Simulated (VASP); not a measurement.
A run of VASP 6.6.1 is set up as follows.

The input INCAR:

```
SYSTEM = SnO
  ALGO = Normal
  DIPOL = 0.5 0.5 0.395
  EDIFF = 1E-6
  ENCUT = 520
  GGA = PE
  IDIPOL = 3
  ISIF = 2
  ISMEAR = 0
  IVDW = 12
  LASPH = .TRUE.
  LCHARG = .FALSE.
  LDIPOL = .TRUE.
  LREAL = .FALSE.
  LWAVE = .FALSE.
  NBANDS = 50
  NELM = 80
  PREC = Accurate
  SIGMA = 0.05
```

Contents of KPOINTS:

```
k-points
0
G
  7 7 1
  0 0 0
```

File POSCAR:

```
SnO
1.0
    3.8201526160      0.0002954389      0.0000000000
   -0.0003145156      3.8201526145      0.0000000000
    0.0000000000      0.0000000000     22.2260756252
Sn O
4 4
Direct
    0.9999453016      0.9999453016      0.2024648920
    0.4999453016      0.4999453016      0.3087831576
    0.4999453016      0.6249453016      0.4820031207
   -0.0000546984      0.1249453016      0.5883213864
    0.9999461184      0.4999461184      0.2556240248
    0.4999461184      0.9999461184      0.2556240248
    0.4999461184      0.1249461184      0.5351622535
   -0.0000538816      0.6249461184      0.5351622535
```

Potentials or basis: VASP PAW PBE potentials, release 64 (Sn_d, O).

Run with:

```bash
$ cat potpaw_PBE.64/Sn_d/POTCAR potpaw_PBE.64/O/POTCAR > POTCAR
$ mpirun -np 1 vasp_std > vasp.out
```

Problem. Estimate the dispersion energy per atom.

Solution. -0.158 eV.

Problem. What does it give for the largest force?

Solution. 0.158 eV/Å.

Problem. Estimate the band gap on the k mesh.

Solution. 2.08 eV (least direct gap 2.29 eV).

Forces on the atoms (eV/Å):
```
Sn   0.000 -0.009 -0.082
Sn   0.000 -0.058 -0.146
Sn   0.000  0.058  0.146
Sn   0.000  0.009  0.082
O    0.000  0.017 -0.009
O    0.000 -0.042 -0.010
O    0.000  0.042  0.010
O    0.000 -0.017  0.009
```

Caveat: the cell differs from its parent crystal (layers slid over each other); spin-orbit coupling is left out, which moves the levels of the heavy elements.
